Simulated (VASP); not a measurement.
Write the native input for VASP 6.6.1 that does the following.

```yaml
Task: relaxation of shape and atoms at fixed volume
Functional: LDA
Potentials_or_basis: VASP PAW LDA potentials, release 64 (Si, O)
Cutoff: 600 eV
k_mesh: 8 × 8 × 11
Occupations: fermi-dirac, width 0.08 eV
Spin: no spin polarisation
Dipole_correction: no
Further_INCAR_settings: ALGO = Normal; EDIFF = 1e-07; IBRION = 2; EDIFFG = -0.005; NSW = 50; ISIF = 4
```

The structure of SiO2 (rutile type) lies in POSCAR:

```
SiO2
1.0
    3.5428547876      0.0000000000      0.0000000000
    0.0000000000      3.5428547876      0.0000000000
    0.0000000000      0.0000000000      2.2694160207
Si O
2 4
Direct
    0.0000000000      0.0000000000      0.0000000000
    0.5000000000      0.5000000000      0.5000000000
    0.3055797227      0.3055797227      0.0000000000
    0.6944202773      0.6944202773      0.0000000000
    0.8055797227      0.1944202773      0.5000000000
    0.1944202773      0.8055797227      0.5000000000
```

These files were run (other wordings do the same):

INCAR

```
PREC = Accurate ; ENCUT = 600
EDIFF = 1E-7 ; ISMEAR = -1
SIGMA = 0.08 ; LREAL = False
LASPH = True ; NELM = 120
ALGO = Normal ; ISIF = 4
LWAVE = False ; LCHARG = False
GGA = CA ; IBRION = 2
NSW = 50 ; EDIFFG = -0.005
GGA_COMPAT = False ; NELMIN = 4
```

KPOINTS

```
regular mesh
0
Gamma
  8 8 11
```

Potentials or basis: VASP PAW LDA potentials, release 64 (Si, O).

The run is started by

```console
$ cat potpaw_LDA.64/Si/POTCAR potpaw_LDA.64/O/POTCAR > POTCAR
$ mpirun -np 1 vasp_std > vasp.out
```

Results of the run:

```yaml
Energy_gained_by_relaxing: 83.7 meV/atom
Ionic_steps: 8
Pressure_after_relaxing: 412.3 GPa
Band_gap_on_the_k_mesh: 6.78 eV, direct
```

It took 86 s on 1 thread of Intel(R) Xeon(R) 6975P-C (Granite Rapids), on a shared host, peak memory 0.16 GiB.
